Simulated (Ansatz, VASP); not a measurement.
## P in VASP and in Ansatz

```
P
1.0
    -2.72244    3.07876    1.29969
     3.07876   -2.72244    1.29969
     2.35894    2.35894   -0.64708
P
2
Direct
  0.96687 0.03313 0.00000
  0.78313 0.21687 0.50000
```

Alike in both runs: task single point; functional PBE; k mesh 14 × 14 × 11; occupations fermi-dirac, width 0.1 eV; no spin polarisation.

```csv
,VASP,Ansatz
version,VASP 6.6.1,Ansatz 0.2.0
potentials or method,"VASP PAW PBE potentials, release 64 (P), cutoff 520 eV","plane waves (420 eV) with PAW, scalar-relativistic"
valence electrons in the cell,10,10
```

|  | VASP | Ansatz | Ansatz less VASP |
| --- | --- | --- | --- |
| pressure (GPa) | -3.2 | -2.9 | +0.25 |
| traceless stress, the component that is largest in VASP (GPa) | -0.78 | -0.73 | +0.051 |

With one functional, cell and mesh, what is left measures potentials, basis and numerics.
